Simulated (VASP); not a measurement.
PtSeS4:

```
Pt Se S
1.0
     3.59159   -0.01518   -0.01807
    -0.02629    6.13372    0.00610
    -0.06564    0.01278   13.14284
Pt Se S
2 2 8
Cartesian
  -0.1497 -0.1069 6.6763
  1.7187 3.2936 7.0072
  -0.0268 0.0941 -0.1296
  1.8249 3.2689 -0.1230
  1.7471 0.5369 7.6668
  -0.1378 3.7609 7.6394
  2.0261 1.2012 1.1634
  -0.0434 4.1607 1.7033
  -0.0425 2.1556 11.6569
  1.7928 5.3028 11.8825
  -0.1799 1.9895 5.3266
  1.7856 5.0297 5.2206
```

```yaml
Program: VASP 6.6.1
Task: relaxation of cell and atoms
Functional: PBE
Potentials_or_basis: VASP PAW PBE potentials, release 64 (Pt, Se, S)
Cutoff: 600 eV
k_mesh: 4 × 2 × 1
Occupations: gaussian, width 0.1 eV
Spin: no spin polarisation
```

At the start: pressure 11.3 GPa; volume 24.13 Å³/atom.

How do energy, volume and symmetry change on relaxing?

Over 34 steps the energy falls by 628.7 meV/atom and the volume is 24.79 Å³/atom (+2.7 %); space group P1 (No. 1, to 0.1 Å) before and after.

The path:
| step | energy change (eV) | largest force (eV/Å) | pressure (GPa) | volume (Å³) |
| --- | --- | --- | --- | --- |
| 1 | 0.0000 | 11.0143 | 11.34 | 289.52 |
| 2 | -2.2777 | 2.3950 | -9.97 | 365.20 |
| 3 | -4.6677 | 5.2292 | -5.16 | 325.60 |
| 4 | -6.5699 | 1.4705 | -2.21 | 303.70 |
| 5 | -6.5743 | 1.5037 | -1.95 | 302.72 |
| 6 | -7.1107 | 1.3114 | 1.94 | 288.15 |
| 7 | -7.1107 | 1.3125 | 1.98 | 288.04 |
| 8 | -7.3712 | 0.6637 | -0.27 | 293.14 |
| 9 | -7.3719 | 0.7258 | -0.37 | 293.41 |
| 10 | -7.4247 | 0.2855 | 0.00 | 292.02 |
| 11 | -7.4249 | 0.2999 | 0.03 | 291.93 |
| 12 | -7.4441 | 0.2132 | 0.11 | 291.72 |
| 13 | -7.4473 | 0.2698 | 0.18 | 291.59 |
| 14 | -7.4608 | 0.1462 | -0.12 | 292.61 |
| 15 | -7.4632 | 0.1607 | -0.30 | 293.25 |
| 16 | -7.4713 | 0.2018 | 0.28 | 291.78 |
| 17 | -7.4713 | 0.2066 | 0.33 | 291.67 |
| 18 | -7.4799 | 0.1931 | 0.26 | 292.16 |
| 19 | -7.4919 | 0.2135 | 0.15 | 293.50 |
| 20 | -7.5037 | 0.1843 | -0.07 | 294.79 |
| 21 | -7.5079 | 0.1786 | -0.24 | 295.99 |
| 22 | -7.5189 | 0.2158 | 0.14 | 295.75 |
| 23 | -7.5201 | 0.2560 | 0.31 | 295.64 |
| 24 | -7.5299 | 0.1560 | -0.06 | 297.53 |
| 25 | -7.5308 | 0.1451 | -0.19 | 298.27 |
| 26 | -7.5371 | 0.1438 | 0.00 | 298.00 |
| 27 | -7.5377 | 0.1464 | 0.08 | 297.89 |
| 28 | -7.5416 | 0.0763 | -0.10 | 298.31 |
| 29 | -7.5419 | 0.0664 | -0.15 | 298.45 |
| 30 | -7.5433 | 0.0643 | 0.13 | 297.41 |
| 31 | -7.5433 | 0.0622 | 0.10 | 297.49 |
| 32 | -7.5442 | 0.0374 | -0.04 | 297.70 |
| 33 | -7.5442 | 0.0347 | -0.03 | 297.69 |
| 34 | -7.5444 | 0.0185 | 0.02 | 297.47 |

Final structure:
```xyz
12
Lattice="3.6435 0.0008 -0.0238 0.0004 6.2376 0.1192 -0.0796 0.2581 13.0946" Properties=species:S:1:pos:R:3 pbc="T T T"
Pt    3.5463    6.2276    6.6534
Pt    1.7248    3.1090    6.6123
Se    3.4129    0.3999   13.0510
Se    2.0061    3.5178   13.1345
S     1.7314    0.9992    7.7683
S     3.5558    4.1238    7.8199
S     2.1621    1.1832    1.4732
S     3.4389    4.3061    1.5309
S     3.3404    2.4739   11.6192
S     2.0635    5.5852   11.6777
S     3.5388    2.1003    5.3784
S     1.7157    5.2128    5.4454
```

Caveat: the k points lie up to 0.50 Å⁻¹ apart in the final cell.
